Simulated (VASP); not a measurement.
**Al8H: single point with PBEsol**

System: Al8H, a slab with vacuum.

```xyz
18
Lattice="5.7276 0.0000 0.0000 0.0000 5.7276 0.0000 0.0000 0.0000 21.0750" Properties=species:S:1:pos:R:3 pbc="T T T"
Al    1.4319    1.4319    1.0000
Al    4.2957    1.4319    1.0000
Al    1.4319    4.2957    1.0000
Al    4.2957    4.2957    1.0000
Al   -0.0006    0.0005    2.9684
Al    2.8629   -0.0015    2.9598
Al    0.0027    2.8643    2.9592
Al    2.8634    2.8639    2.9628
Al    1.4383    1.4413    4.9683
Al    4.2851    1.4426    4.9609
Al    1.4373    4.2885    4.9715
Al    4.2860    4.2874    4.9651
Al   -0.0087    0.0048    6.8887
Al    2.8795    0.0007    6.9514
Al   -0.0016    2.8547    6.9558
Al    2.8568    2.8686    6.9771
H     0.3284   -0.1245   10.8318
H     0.5844   -0.3936   10.1894
```

```json
{
 "Program": "VASP 6.6.1",
 "Task": "single point",
 "Functional": "PBEsol",
 "Potentials or basis": "VASP PAW PBE potentials, release 64 (Al, H)",
 "Cutoff": "520 eV",
 "k mesh": "3 × 3 × 1",
 "Occupations": "fermi-dirac, width 0.15 eV",
 "Spin": "no spin polarisation"
}
```

```yaml
Largest_force: 0.637 eV/Å
Band_gap_on_the_k_mesh: 0.01 eV
```

Forces on the atoms (eV/Å):
```
Al  -0.008 -0.012 -0.037
Al   0.009 -0.009 -0.032
Al  -0.009  0.012 -0.039
Al   0.010  0.009 -0.034
Al   0.005 -0.003 -0.141
Al  -0.007  0.002 -0.134
Al  -0.005  0.004 -0.134
Al  -0.005  0.003 -0.185
Al  -0.003 -0.021  0.193
Al   0.012 -0.008  0.206
Al  -0.008  0.016  0.189
Al   0.018  0.003  0.199
Al   0.052 -0.029  0.103
Al  -0.068  0.008 -0.040
Al  -0.010  0.038 -0.049
Al   0.015 -0.010 -0.068
H   -0.214  0.225  0.556
H    0.216 -0.226 -0.555
```

Levels at points of the mesh, in eV from the valence-band top:
```tsv
k point	band 22	band 23	band 24	band 25	band 26	band 27	band 28	band 29
(0.00, 0.00, 0.00)	-1.39	-1.39	-1.38	0.00	0.01	0.02	0.02	0.10
```

Wall time 8.1 min on 1 thread of AMD EPYC 7R13 Processor (Zen 3), with other jobs on the host, peak memory 0.67 GiB.

Caveat: the smearing spreads over this small gap; there is no dipole correction, which matters where the two faces differ; the PAW data sets were made with another functional, which shifts forces and pressure a little.
